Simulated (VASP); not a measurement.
# LiBPt (P-6m2) in VASP: single point with PBE

Aim: the single point of LiBPt with PBE.

All numbers are computed with VASP 6.6.1; they aren't measurements. Logs are shortened: lines on timing, memory, paths and dates and some standing lists are left out, and cuts for length are marked.

## Step 1: The cell of the first run

The structure is hexagonal, space group P-6m2 (No. 187). The conventional cell has a = 3.512 Å, b = 3.512 Å, c = 3.927 Å, α = 90.00°, β = 90.00°, γ = 120.00°. Li (site symmetry -6m2) has 6 B at 2.82 Å and 6 Pt at 2.82 Å and 6 Li at 3.51 Å within 3.7 Å. Within 2.7 Å of B (site symmetry -6m2) lie 3 Pt at 2.03 Å. Pt (site symmetry -6m2) has 3 B at 2.03 Å within 2.7 Å.

## Step 2: Single point, PBE

Contents of POSCAR:

```
LiBPt
1.0
    3.5124872240      0.0000000000      0.0000000000
   -1.7562436120      3.0419031664      0.0000000000
    0.0000000000      0.0000000000      3.9270314001
Li B Pt
1 1 1
Direct
    0.0000000000      0.0000000000      0.0000000000
    0.6666666667      0.3333333333      0.5000000000
    0.3333333333      0.6666666667      0.5000000000
```

Contents of INCAR.step1:

```
  PREC = Accurate
  ENCUT = 520
  EDIFF = 1E-6
  ISMEAR = 0
  SIGMA = 0.1
  LREAL = False
  LASPH = True
  NELM = 100
  ALGO = Fast
  ISIF = 2
  LWAVE = False
  LCHARG = True
  LMAXMIX = 4
  GGA = PE
  NBANDS = 15
```

Contents of KPOINTS.step1:

```
regular mesh
0
Gamma
  18 18 12
```

Contents of INCAR.step2:

```
  PREC = Accurate
  ENCUT = 520
  EDIFF = 1E-6
  ISMEAR = -5
  SIGMA = 0.1
  LREAL = False
  LASPH = True
  NELM = 100
  ALGO = Fast
  ISIF = 2
  LWAVE = False
  LCHARG = False
  LMAXMIX = 4
  GGA = PE
  LORBIT = 10
  NBANDS = 15
  NEDOS = 2001
  ICHARG = 11
```

Contents of KPOINTS.step2:

```
regular mesh
0
Gamma
  27 27 18
```

Potentials or basis: VASP PAW PBE potentials, release 64 (Li_sv, B, Pt).

Launch:

```
$ cat potpaw_PBE.64/Li_sv/POTCAR potpaw_PBE.64/B/POTCAR potpaw_PBE.64/Pt/POTCAR > POTCAR
$ cp INCAR.step1 INCAR
$ cp KPOINTS.step1 KPOINTS
$ mpirun -np 1 vasp_std > vasp.out
$ cp INCAR.step2 INCAR
$ cp KPOINTS.step2 KPOINTS
$ mpirun -np 1 vasp_std > vasp.out
```

OUTCAR:

```text
PREC = Accurate
   ENCUT = 520
   EDIFF = 1E-6
   ISMEAR = -5
   LREAL = False
   LASPH = True
   NELM = 100
   ISIF = 2
   GGA = PE
   LORBIT = 10
   ICHARG = 11

 ion  position               nearest neighbor table
   1  0.000  0.000  0.000-   3 2.82   3 2.82   3 2.82   3 2.82   3 2.82   3 2.82
   2  0.667  0.333  0.500-   3 2.03   3 2.03   3 2.03
   3  0.333  0.667  0.500-   2 2.03   2 2.03   2 2.03   1 2.82   1 2.82   1 2.82   1 2.82   1 2.82
                             1 2.82

  LATTYP: Found a hexagonal cell.
 ALAT       =     3.5124872240
 C/A-ratio  =     1.1180201235

  Lattice vectors:

 A1 = (   3.5124872240,   0.0000000000,   0.0000000000)
 A2 = (  -1.7562436120,   3.0419031664,   0.0000000000)
 A3 = (   0.0000000000,   0.0000000000,   3.9270314001)

Analysis of symmetry for initial positions (statically):
=====================================================================
 Subroutine PRICEL returns:
 Original cell was already a primitive cell.

 Routine SETGRP: Setting up the symmetry group for a
 hexagonal supercell.

 Subroutine GETGRP returns: Found 12 space group operations
 (whereof 12 operations were pure point group operations)
 out of a pool of 24 trial point group operations.

The static configuration has the point symmetry D_3h.

Analysis of symmetry for dynamics (positions and initial velocities):
=====================================================================
 Subroutine PRICEL returns:
 Original cell was already a primitive cell.

 Routine SETGRP: Setting up the symmetry group for a
 hexagonal supercell.

 Subroutine GETGRP returns: Found 12 space group operations
 (whereof 12 operations were pure point group operations)
 out of a pool of 24 trial point group operations.

The dynamic configuration has the point symmetry D_3h.

 Subroutine INISYM returns: Found 12 space group operations
 (whereof 12 operations are pure point group operations),
 and found     1 'primitive' translations

----------------------------------------------------------------------------------------

                                     Primitive cell

  volume of cell :      41.9589

  direct lattice vectors                    reciprocal lattice vectors
     3.512487224  0.000000000  0.000000000     0.284698544  0.164370781  0.000000000
    -1.756243612  3.041903166  0.000000000     0.000000000  0.328741563  0.000000000
     0.000000000  0.000000000  3.927031400     0.000000000  0.000000000  0.254645277

  length of vectors
     3.512487224  3.512487224  3.927031400     0.328741563  0.328741563  0.254645277

  position of ions in fractional coordinates (direct lattice)
     0.000000000  0.000000000  0.000000000
     0.666666667  0.333333333  0.500000000
     0.333333333  0.666666667  0.500000000

  ion indices of the primitive-cell ions
   primitive index   ion index
                 1           1
                 2           2
                 3           3

----------------------------------------------------------------------------------------

 KPOINTS: regular mesh

Automatic generation of k-mesh.
 Grid dimensions read from file:
 generate k-points for:   27   27   18

 Generating k-lattice:

  Cartesian coordinates                     Fractional coordinates (reciprocal lattice)
     0.010544391  0.006087807  0.000000000     0.037037037  0.000000000  0.000000000
     0.000000000  0.012175613  0.000000000     0.000000000  0.037037037  0.000000000
     0.000000000  0.000000000  0.014146960     0.000000000  0.000000000  0.055555556

  Length of vectors
     0.012175613  0.012175613  0.014146960

  Shift w.r.t. Gamma in fractional coordinates (k-lattice)
     0.000000000  0.000000000  0.000000000

 TETIRR: Found  13302 inequivalent tetrahedra from    78732

 Subroutine IBZKPT returns following result:
 ===========================================

 Found    750 irreducible k-points:

 Following reciprocal coordinates:
            Coordinates               Weight
  0.000000  0.000000  0.000000      1.000000
  0.037037  0.000000  0.000000      6.000000
  0.074074  0.000000  0.000000      6.000000
  0.111111  0.000000  0.000000      6.000000
  0.148148  0.000000  0.000000      6.000000
  0.185185  0.000000  0.000000      6.000000
[... 16 lines left out ...]
  0.333333  0.037037  0.000000     12.000000
  0.370370  0.037037  0.000000     12.000000
 [... further k-points ...]
   k-points           NKPTS =    750   k-points in BZ     NKDIM =    750   number of bands    NBANDS=     15
   number of dos      NEDOS =   2001   number of ions     NIONS =      3
   total plane-waves  NPLWV =  23520
   dimension x,y,z NGX =    28 NGY =   28 NGZ =   30
   dimension x,y,z NGXF=    56 NGYF=   56 NGZF=   60
   ions per type =               1   1   1
   NGX,Y,Z   is equivalent  to a cutoff of  13.25, 13.25, 12.70 a.u.
   NGXF,Y,Z  is equivalent  to a cutoff of  26.50, 26.50, 25.40 a.u.
 SYSTEM =  unknown system
   PREC   = accura    normal or accurate (medium, high low for compatibility)
   ISTART =      0    job   : 0-new  1-cont  2-samecut
   ICHARG =     11    charge: 1-file 2-atom 10-const
   ISPIN  =      1    spin polarized calculation?
   LNONCOLLINEAR =      F non collinear calculations
   LSORBIT =      F    spin-orbit coupling
   LASPH  =      T    aspherical Exc in radial PAW
   ENCUT  =  520.0 eV  38.22 Ry    6.18 a.u.   6.53  6.53  7.30*2*pi/ulx,y,z
   NELM   =    100;   NELMIN=  2; NELMDL=  0     # of ELM steps
   EDIFF  = 0.1E-05   stopping-criterion for ELM
   LREAL  =      F    real-space projection
   EDIFFG = 0.1E-04   stopping-criterion for IOM
   NSW    =      0    number of steps for IOM
   IBRION =     -1    ionic relax: 0-MD 1-quasi-New 2-CG
   NFREE  =      0    steps in history (QN), initial steepest desc. (CG)
   ISIF   =      2    stress and relaxation
   ISYM   =      2    0-nonsym 1-usesym 2-fastsym
   POTIM  = 0.5000    time-step for ionic-motion
   TEBEG  =    0.0;   TEEND  =   0.0 temperature during run
   PSTRESS=    0.0 pullay stress
   NELECT =      16.0000    total number of electrons
   NUPDOWN=      -1.0000    fix difference up-down
   EMIN   =  10.00;   EMAX   =-10.00  energy-range for DOS
   EFERMI =   0.00;   METHOD = LEGACY
   ISMEAR =    -5;   SIGMA  =   0.10  broadening in eV -4-tet -1-fermi 0-gaus
   EFERMI_NEDOS =   21; number of points for ismear=-14 and -15
   IALGO  =     68    algorithm
   IMIX   =      4    mixing-type and parameters
     AMIX     =   0.40;   BMIX     =  1.00
     AMIX_MAG =   1.60;   BMIX_MAG =  1.00
  volume/ion in A,a.u.               =      13.99        94.38
  Fermi-wavevector in a.u.,A,eV,Ry     =   1.187153  2.243394 19.175126  1.409332
  Thomas-Fermi vector in A             =   2.323310
   LORBIT       =     10    0 simple, 1 ext, 2 COOP (PROOUT), +10 PAW based schemes
   GGA     = PE    functional components
   LHFCALC =     F    Hartree Fock is set to
   AEXX    =    0.0000 exact exchange contribution
   IVDW    =     0    specifies the selected vdW correction
   LEPSILON=     F    determine dielectric tensor
   LRPA    =     F    only Hartree local field effects (RPA)
 non-spin polarized calculation
 RMM-DIIS sequential band-by-band and
 Fermi weights with tetrahedron method with Bloechl corrections
  energy-cutoff  :      520.00
  volume of cell :       41.96
 maximum number of plane-waves:      1154
 NGX is ok and might be reduce to    28

 number of electron      15.9999996 magnetization

 Free energy of the ion-electron system (eV)
  ---------------------------------------------------
  ext. energy  EPLUGINS =         0.00000000
  ---------------------------------------------------
  free energy    TOTEN  =       -15.61888229 eV

  energy without entropy =      -15.61888229  energy(sigma->0) =      -15.61888229

 E-fermi :   5.3829     XC(G=0): -10.3074

 val. band max:        5.4030115285   @ k =   0.1852   0.1481   0.2778
 cond. band min:       5.3326209305   @ k =   0.2593   0.1481   0.4444
 fundamental gap:     -0.0703905980
 Fermi energy:         5.3829095877

 k-point     1 :       0.0000    0.0000    0.0000
  band No.  band energies     occupation
      1     -40.4999      2.00000
      2      -4.9811      2.00000
      3      -0.9498      2.00000
      4      -0.9498      2.00000
      5       1.1335      2.00000
      6       2.3463      2.00000
      7       2.3463      2.00000
      8       4.3863      2.00000
      9      11.5556      0.00000
     10      11.5557      0.00000
     11      11.6531      0.00000
     12      12.6884      0.00000
     13      14.6581      0.00000
     14      14.6581      0.00000
     15      15.2306      0.00000

 k-point     2 :       0.0370    0.0000    0.0000
  band No.  band energies     occupation
      1     -40.4999      2.00000
      2      -4.9586      2.00000
      3      -0.9540      2.00000
      4      -0.9306      2.00000
      5       1.1382      2.00000
      6       2.2920      2.00000
      7       2.3432      2.00000
      8       4.4642      2.00000
      9      11.3021      0.00000
     10      11.4327      0.00000
     11      11.7162      0.00000
     12      12.7080      0.00000
     13      14.7361      0.00000
     14      14.7475      0.00000
     15      15.1605      0.00000
[... 365 lines left out ...]
      3      -0.6619      2.00000
      4       0.5399      2.00000
      5       0.8696      2.00000
      6       1.4414      2.00000
      7       2.1538      2.00000
      8       4.4728      2.00000
      9       7.1564      0.00000
     10       7.5758      0.00000
     11      11.8568      0.00000
     12      12.8270      0.00000
     13      13.9555      0.00000
     14      14.6645      0.00000
     15      15.2475      0.00000

 k-point    24 :       0.3704    0.0370    0.0000
  band No.  band energies     occupation
      1     -40.4975      2.00000
      2      -3.2985      2.00000
      3      -0.4342      2.00000
      4       0.7665      2.00000
      5       0.7818      2.00000
      6       1.4809      2.00000
      7       2.1342      2.00000
      8       3.7393      2.00000
      9       6.7514      0.00000
     10       7.8898      0.00000
     11      11.8088      0.00000
     12      12.6971      0.00000
     13      14.0675      0.00000
     14      14.5410      0.00000
     15      15.1525      0.00000

 [... further k-points ...]

------------------------ aborting loop because EDIFF is reached ----------------------------------------

  FORCE on cell =-STRESS in cart. coord.  units (eV):
  Direction    XX          YY          ZZ          XY          YZ          ZX
  --------------------------------------------------------------------------------------
  -------------------------------------------------------------------------------------
  Total        0.0651059      0.0651059     -0.0666937      0.0000000     -0.0000000      0.0000000
  in kB        2.4860318      2.4860318     -2.5466579      0.0000000     -0.0000000      0.0000000
  external PRESSURE =       0.8084685 kB  Pullay stress =       0.0000000 kB

 VOLUME and BASIS-vectors are now :
 -----------------------------------------------------------------------------
  energy-cutoff  :      520.00
  volume of cell :       41.96
      direct lattice vectors                 reciprocal lattice vectors
     3.512487224  0.000000000  0.000000000     0.284698544  0.164370781  0.000000000
    -1.756243612  3.041903166  0.000000000     0.000000000  0.328741563  0.000000000
     0.000000000  0.000000000  3.927031400     0.000000000  0.000000000  0.254645277

 POSITION                                       TOTAL-FORCE (eV/Angst)
 -----------------------------------------------------------------------------------
      0.00000      0.00000      0.00000        -0.000000      0.000000      0.000000
      1.75624      1.01397      1.96352         0.000000     -0.000000      0.000000
     -0.00000      2.02794      1.96352        -0.000000      0.000000      0.000000
 -----------------------------------------------------------------------------------
    total drift:                                0.000798     -0.000461     -0.000000

  FREE ENERGIE OF THE ION-ELECTRON SYSTEM (eV)
  ---------------------------------------------------
  free  energy   TOTEN  =       -15.6188822884 eV

  energy  without entropy=      -15.6188822884  energy(sigma->0) =      -15.61888229

 total charge

# of ion       s       p       d       tot
------------------------------------------
    1        2.018   0.049   0.000   2.067
    2        0.749   1.037   0.000   1.785
    3        0.878   0.614   8.143   9.636
--------------------------------------------------
tot          3.645   1.700   8.143  13.489
```

It took 13 min on 1 thread of Intel Xeon 8259CL, shared host; peak memory 0.61 GiB.

Results:

```yaml
Valence_electrons_inside_the_program's_atomic_spheres: Li 2.07; B 1.78; Pt 9.64
```

Levels at points of the mesh, in eV from the Fermi level:
| k point | band 4 | band 5 | band 6 | band 7 | band 8 | band 9 | band 10 | band 11 | band 12 | band 13 |
| --- | --- | --- | --- | --- | --- | --- | --- | --- | --- | --- |
| (0.00, 0.00, 0.00) | -6.33 | -4.25 | -3.04 | -3.04 | -1.00 | 6.17 | 6.17 | 6.27 | 7.31 | 9.28 |
| (0.00, 0.00, 0.50) | -6.28 | -3.68 | -3.24 | -3.24 | -2.54 | 6.43 | 6.53 | 6.63 | 6.63 | 9.61 |

Caveat: the cutoff is under 1.25 times the usual one of these potentials, so pressure, stress and relaxed cells hold a basis-set (Pulay) error; spin-orbit coupling is left out, which moves the levels of the heavy elements; tetrahedron occupations give inexact forces and stress in metals.
